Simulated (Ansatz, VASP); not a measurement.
## One calculation of K, two programs

INCAR

```
SYSTEM = K
ALGO     = Normal         ! electronic algorithm
EDIFF    = 1E-6           ! SCF threshold, eV
ENCUT    = 520            ! plane-wave cutoff, eV
ISIF     = 2              ! what is computed and relaxed
ISMEAR   = -1             ! smearing method
LASPH    = .True.         ! aspherical terms in the spheres
LCHARG   = .False.        ! write CHGCAR
LREAL    = .False.        ! projectors in reciprocal space
LWAVE    = .False.        ! write WAVECAR
NBANDS   = 10             ! bands
NELM     = 100            ! most SCF steps
PREC     = Accurate       ! precision mode
SIGMA    = 0.1            ! smearing width, eV
```

File KPOINTS:

```
k-points
0
Gamma
  9 9 9
  0 0 0
```

POSCAR

```
K
1.0
   -2.5241928768      2.5241928768      2.5241928768
    2.5241928768     -2.5241928768      2.5241928768
    2.5241928768      2.5241928768     -2.5241928768
K
1
Direct
    0.0000000000      0.0000000000      0.0000000000
```

Input for Ansatz:

```yaml
crystal:
  lattice:
    - [-2.5241928768, 2.5241928768, 2.5241928768]
    - [2.5241928768, -2.5241928768, 2.5241928768]
    - [2.5241928768, 2.5241928768, -2.5241928768]
  atoms:
    - { symbol: K, position: [0.0, 0.0, 0.0] }
hamiltonian:
  xc: lda
  pseudopotentials:
    kind: paw
    azcp:
      K: "pseudopotentials/K.paw.azcp"
basis:
  ecutwfc: 420
  fft_grid_basis: typed
kpoints:
  mp_grid: { grid: [9, 9, 9], shift: [0, 0, 0] }
magnetization:
  spin_polarized: false
scf:
  occupations: { method: fermi_dirac, width: 0.1 }
  lower_state_search: "off"
output:
  stress: true
```

Alike in both runs: task single point; functional LDA; k mesh 9 × 9 × 9; occupations fermi-dirac, width 0.1 eV; no spin polarisation.

|  | VASP | Ansatz |
| --- | --- | --- |
| version | VASP 6.6.1 | Ansatz 0.2.0 |
| potentials or method | VASP PAW LDA potentials, release 64 (K_sv), cutoff 520 eV | plane waves (420 eV) with PAW, scalar-relativistic |
| valence electrons in the cell | 9 | 9 |

```tsv
	VASP	Ansatz	Ansatz less VASP
pressure (GPa)	0.0	0.0	+0.02
```

Ansatz warns that its potentials were made for another functional, while VASP's fit it. LDA's correlation is that of Perdew and Zunger in VASP and of Perdew and Wang (1992) in Ansatz.
